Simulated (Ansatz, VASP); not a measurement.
# Two plane-wave programs on H

INCAR

```
SYSTEM = H
PREC = Accurate
ENCUT = 600
EDIFF = 1E-6
ISMEAR = 0
SIGMA = 0.02
LREAL = .False.
LASPH = .True.
NELM = 100
ALGO = Normal
ISIF = 3
LWAVE = .False.
LCHARG = .False.
GGA = PE
IVDW = 12
IBRION = 2
NSW = 90
EDIFFG = -0.02
```

Contents of KPOINTS:

```
regular mesh
0
Gamma
  8 8 8
  0 0 0
```

The input POSCAR:

```
H
1.0
   -1.6915344700      1.6915344700      2.0584739900
    1.6915344700     -1.6915344700      2.0584739900
    1.6915344700      1.6915344700     -2.0584739900
H
2
Direct
    0.9098622900      0.9098622900      0.0000000000
    0.0901377100      0.0901377100      0.0000000000
```

Input for Ansatz:

```yaml
crystal:
  lattice:
    - [-1.69153447, 1.69153447, 2.05847399]
    - [1.69153447, -1.69153447, 2.05847399]
    - [1.69153447, 1.69153447, -2.05847399]
  atoms:
    - { symbol: H, position: [0.90986229, 0.90986229, 0.0] }
    - { symbol: H, position: [0.09013771, 0.09013771, 0.0] }
basis:
  ecutwfc: 420
kpoints:
  mp_grid: { grid: [8, 8, 8] }
hamiltonian:
  xc: pbe
  dispersion: d3bj
scf:
  occupations: { method: gaussian, width: 0.02 }
output:
  forces: true
  stress: true
  eigenvalues: true
relax:
  adjacent_minimum: "off"
  f_tol: 0.02
  max_steps: 70
  cell: { stress_tol: 0.03 }
```

Alike in both runs: task relaxation of cell and atoms; functional PBE; dispersion D3(BJ); k mesh 8 × 8 × 8; occupations gaussian, width 0.02 eV; no spin polarisation.

|  | VASP | Ansatz |
| --- | --- | --- |
| version | VASP 6.6.1 | Ansatz 0.2.0 |
| potentials or method | VASP PAW PBE potentials, release 64 (H), cutoff 600 eV | scalar-relativistic, plane waves, PAW |
| valence electrons in the cell | 2 | 2 |

```tsv
	VASP	Ansatz	Ansatz less VASP
gap on the k mesh at the Fermi level, each at its own relaxed structure (eV)	8.85	8.98	+0.130
relaxed volume (Å³/atom)	11.80	12.41	+0.616
relaxed cell length with the largest relative difference (Å)	3.158	3.222	+0.0639
```

One of these differences is far larger than is usual between the two programs; its cause wasn't traced.
